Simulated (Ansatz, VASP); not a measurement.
Two plane-wave programs on TiW3C4

```
Ti W C
1.0
     3.09012    0.00000    0.00000
     0.00000    3.09012    0.00000
     0.00000    0.00000    8.69477
Ti W C
1 3 4
Cartesian
  1.5451 1.5451 4.3474
  0.0000 0.0000 6.4593
  1.5451 1.5451 0.0000
  0.0000 0.0000 2.2355
  0.0000 0.0000 0.0000
  1.5451 1.5451 2.1952
  0.0000 0.0000 4.3474
  1.5451 1.5451 6.4995
```

Alike in both runs: functional PBE; k mesh 12 × 12 × 6; occupations gaussian, width 0.1 eV; no spin polarisation.

Ansatz relaxed the structure, and its values are those at the end. VASP's run is a single point on that final structure, the one shown.

```csv
,VASP,Ansatz
version,VASP 6.6.1,Ansatz 0.2.0
potentials or method,"VASP PAW PBE potentials, release 64 (Ti_sv, W_sv, C), cutoff 520 eV","scalar-relativistic, plane waves, PAW"
valence electrons in the cell,70,70
```

VASP gave:

| Item | Value |
| --- | --- |
| gap on the k mesh at the Fermi level (eV) | none |
| pressure (GPa) | 0.7 |
| rms of the force components (eV/Å) | 0.005 |

Q: Which values does Ansatz return?

A: gap on the k mesh at the Fermi level (eV): none; pressure (GPa): 0.0; rms of the force components (eV/Å): 0.000.

A gap of «none» marks a metal or a gap that the smearing closes.

Neither program's run includes spin-orbit coupling.
